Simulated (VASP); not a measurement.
# RbBr (Fm-3m) in VASP: a series of runs, part 2 of 2

VASP 6.6.1.

### Step 3. Relaxation of cell and atoms, PBEsol, target pressure 40 GPa, at which the enthalpy is minimised

INCAR

```
  ALGO = Normal
  EDIFF = 1E-6
  EDIFFG = -0.001
  ENCUT = 600
  GGA = PS
  IBRION = 2
  ISIF = 3
  ISMEAR = 0
  LASPH = T
  LCHARG = F
  LREAL = F
  LWAVE = F
  NELM = 60
  NSW = 80
  PREC = Accurate
  PSTRESS = 400.0
  SIGMA = 0.01
```

KPOINTS

```
k-points
0
Gamma
  6 6 6
```

POSCAR

```
RbBr
1.0
    0.0000000000      3.4222213902      3.4222213902
    3.4222213902      0.0000000000      3.4222213902
    3.4222213902      3.4222213902      0.0000000000
Rb Br
1 1
Direct
    0.0000000000      0.0000000000      0.0000000000
    0.5000000000      0.5000000000      0.5000000000
```

Potentials or basis: VASP PAW PBE potentials, release 64 (Rb_sv, Br).

Command:

```console
$ cat potpaw_PBE.64/Rb_sv/POTCAR potpaw_PBE.64/Br/POTCAR > POTCAR
$ mpirun -np 1 vasp_std > vasp.out
```

OUTCAR:

```text
EDIFF = 1E-6
   EDIFFG = -0.001
   ENCUT = 600
   GGA = PS
   IBRION = 2
   ISIF = 3
   ISMEAR = 0
   LASPH = T
   LREAL = F
   NELM = 60
   NSW = 80
   PREC = Accurate
   PSTRESS = 400.0

 ion  position               nearest neighbor table
   1  0.000  0.000  0.000-   2 3.42   2 3.42   2 3.42   2 3.42   2 3.42   2 3.42
   2  0.500  0.500  0.500-   1 3.42   1 3.42   1 3.42   1 3.42   1 3.42   1 3.42

  LATTYP: Found a face centered cubic cell.
 ALAT       =     6.8444427804

  Lattice vectors:

 A1 = (   0.0000000000,   3.4222213902,   3.4222213902)
 A2 = (   3.4222213902,   0.0000000000,   3.4222213902)
 A3 = (   3.4222213902,   3.4222213902,   0.0000000000)

Analysis of symmetry for initial positions (statically):
=====================================================================
 Subroutine PRICEL returns:
 Original cell was already a primitive cell.

 Routine SETGRP: Setting up the symmetry group for a
 face centered cubic supercell.

 Subroutine GETGRP returns: Found 48 space group operations
 (whereof 48 operations were pure point group operations)
 out of a pool of 48 trial point group operations.

The static configuration has the point symmetry O_h .

Analysis of symmetry for dynamics (positions and initial velocities):
=====================================================================
 Subroutine PRICEL returns:
[... 139 lines left out ...]

--------------------------------------- Ionic step        1  -------------------------------------------

 number of electron      16.0000001 magnetization

 Free energy of the ion-electron system (eV)
  ---------------------------------------------------
  ext. energy  EPLUGINS =         0.00000000
  ---------------------------------------------------
  free energy    TOTEN  =        -6.35539635 eV

  energy without entropy =       -6.35539635  energy(sigma->0) =       -6.35539635

 E-fermi :  -1.7144     XC(G=0):  -7.4228

 val. band max:       -1.8295077816   @ k =   0.0000   0.0000   0.0000
 cond. band min:       2.3914315324   @ k =   0.0000   0.0000   0.0000
 fundamental gap:      4.2209393140
 Fermi energy:        -1.7144496118
[... 830 lines left out ...]
 k-point    16 :      -0.3333    0.5000    0.1667
  band No.  band energies     occupation
      1     -23.1509      2.00000
      2     -12.3562      2.00000
      3      -8.2069      2.00000
      4      -7.9152      2.00000
      5      -7.3319      2.00000
      6      -0.3490      2.00000
      7       0.3266      2.00000
      8       0.4119      2.00000
      9       6.2181      0.00000
     10       9.2002      0.00000
     11      10.2123      0.00000
     12      11.2822      0.00000

[... ionic steps 4 to 9 ...]

--------------------------------------- Ionic step       10  -------------------------------------------

 number of electron      15.9999999 magnetization

------------------------ aborting loop because EDIFF is reached ----------------------------------------
[... 71 lines left out ...]
--------------------------------------- Ionic step       12  -------------------------------------------

 number of electron      15.9999999 magnetization

 Free energy of the ion-electron system (eV)
  ---------------------------------------------------
  ext. energy  EPLUGINS =         0.00000000
  ---------------------------------------------------
  free energy    TOTEN  =        -3.86470253 eV

  energy without entropy =       -3.86470253  energy(sigma->0) =       -3.86470253

 E-fermi :   2.1982     XC(G=0): -10.1831

 val. band max:        2.0584576507   @ k =   0.5000   0.5000   0.0000
 cond. band min:       5.5291599459   @ k =   0.5000   0.5000   0.0000
 fundamental gap:      3.4707022952
 Fermi energy:         2.1981779023
[... 271 lines left out ...]
  energy  without entropy=       -3.8647025346  energy(sigma->0) =       -3.86470253

  enthalpy is  TOTEN    =         7.0639159384 eV   P V=       10.9286184730

 reached required accuracy - stopping structural energy minimisation
```

CONTCAR:

```text
RbBr
   1.00000000000000
     0.0000000000000000    2.7972328511257474    2.7972328511257469
     2.7972328511257474    0.0000000000000000    2.7972328511257469
     2.7972328511257474    2.7972328511257474   -0.0000000000000000
  Rb              Br
     1     1
Direct
     0.0000000000000000    1.0000000000000000    0.0000000000000000
     0.5000000000000000    0.5000000000000000    0.5000000000000000

  0.00000000E+00  0.00000000E+00  0.00000000E+00
  0.00000000E+00  0.00000000E+00  0.00000000E+00
```

Wall time 4.6 min (1 thread of Intel Xeon 8259CL, shared host); peak memory 0.3 GiB.

Results:

```yaml
Free_energy: -3.8647 eV
Relaxed_volume: 21.89 Å³/atom
Relaxed_cell: a = 3.956 Å, b = 3.956 Å, c = 3.956 Å, α = 60.00°, β = 60.00°, γ = 60.00°
Space_group_after_relaxing_to_0.1_Å: Fm-3m (No. 225)
Energy_change_on_relaxing_the_run_minimises_the_enthalpy: +1245.3 meV/atom
Ionic_steps: 12
Pressure_after_relaxing: 40.0 GPa
Band_gap_on_the_k_mesh: 3.47 eV
```

Step by step:
```
step  energy change (eV)  largest force (eV/Å)  pressure (GPa)  volume (Å³)
   1              0.0000                0.0000            0.03        80.16
   2             81.0128                0.0000         2106.99        11.12
   3              0.7253                0.0000           13.57        55.34
   4              1.1384                0.0000           19.76        51.33
   5              2.7745                0.0000           44.34        42.69
   6              2.4509                0.0000           39.40        43.93
   7              2.5981                0.0000           41.66        43.35
   8              2.2923                0.0000           37.01        44.60
   9              2.4903                0.0000           40.04        43.78
  10              2.4875                0.0000           39.95        43.79
  11              2.4954                0.0000           40.07        43.76
  12              2.4907                0.0000           40.00        43.77
```

Final structure:
```
CELL_PARAMETERS angstrom
0.00000 2.79723 2.79723
2.79723 0.00000 2.79723
2.79723 2.79723 0.00000
ATOMIC_POSITIONS crystal
Rb 0.00000 0.00000 0.00000
Br 0.50000 0.50000 0.50000
```

Caveat: the cell is relaxed towards a set pressure, so the run minimises the enthalpy, not the energy; the volume moved by over 15 % at a fixed basis, so the end points are rough; the PAW data sets were made with another functional, which shifts forces and pressure a little. A k mesh can miss the band edges.

### Step 4. Relaxation of cell and atoms, PBEsol

This run uses another cell than the first one, of 40.18 Å³/atom.

INCAR

```
PREC = Accurate
ENCUT = 600
EDIFF = 1E-6
ISMEAR = 0
SIGMA = 0.01
LREAL = False
LASPH = True
NELM = 60
ALGO = Normal
ISIF = 3
LWAVE = False
LCHARG = False
GGA = PS
IBRION = 2
NSW = 80
EDIFFG = -0.001
```

KPOINTS

```
Automatic mesh
0
Gamma
  6 6 6
```

POSCAR

```
RbBr
1.0
    0.0000000000      3.4252093759      3.4252093759
    3.4252093759      0.0000000000      3.4252093759
    3.4252093759      3.4252093759      0.0000000000
Rb Br
1 1
Direct
    0.0000000000      0.0000000000      0.0000000000
    0.5000000000      0.5000000000      0.5000000000
```

Command:

```console
$ cat potpaw_PBE.64/Rb_sv/POTCAR potpaw_PBE.64/Br/POTCAR > POTCAR
$ mpirun -np 1 vasp_std > vasp.out
```

It took 38 s on 1 thread of Intel Xeon 8259CL, shared host; peak memory 0.24 GiB.

Results (log left out):

```yaml
Free_energy: -6.3554 eV
Pressure_after_relaxing: 0.0 GPa
Band_gap_on_the_k_mesh: 4.21 eV
```

Final structure:
```
Rb Br
1.0
     0.00000    3.42521    3.42521
     3.42521    0.00000    3.42521
     3.42521    3.42521    0.00000
Rb Br
1 1
Direct
  0.00000 0.00000 0.00000
  0.50000 0.50000 0.50000
```

Levels at points of the mesh, in eV from the valence-band top:
| k point | band 6 | band 7 | band 8 | band 9 | band 10 | band 11 |
| --- | --- | --- | --- | --- | --- | --- |
| (0.00, 0.00, 0.00) | 0.00 | 0.00 | 0.00 | 4.21 | 7.20 | 7.20 |
| (0.50, 0.00, 0.00) | -1.02 | -0.37 | -0.37 | 6.67 | 7.62 | 9.44 |
| (0.50, 0.50, 0.00) | -0.49 | -0.16 | -0.16 | 5.49 | 7.02 | 9.06 |

Caveat: the relaxation stopped at its first step, so nothing moved; the PAW data sets were made with another functional, which shifts forces and pressure a little.

### Step 5. Overview

```tsv
task	cell	cutoff (eV)	gap on the mesh (eV)	pressure (GPa)
single point	a = 4.840 Å, angles 60.0°, 2 atoms	520	4.22	0.0
relaxation of cell and atoms	relaxed to 40 GPa from a = 4.840 Å, angles 60.0°, 2 atoms	600	3.47	40.0
relaxation of cell and atoms	relaxed from a = 4.844 Å, angles 60.0°, 2 atoms	600	4.21	0.0
```

Alike in all rows: level PBEsol; potentials or basis VASP PAW PBE potentials, release 64 (Rb_sv, Br); no spin polarisation; k mesh 6 × 6 × 6; smearing gaussian 0.01 eV.

Caveats: the PAW data sets were made with another functional, which shifts forces and pressure a little; the cell is relaxed towards a set pressure, so the run minimises the enthalpy, not the energy (at least some runs); the volume moved by over 15 % at a fixed basis, so the end points are rough (at least some runs); the relaxation stopped at its first step, so nothing moved (at least some runs).

Absolute energies hang on the potentials; compare differences alone.
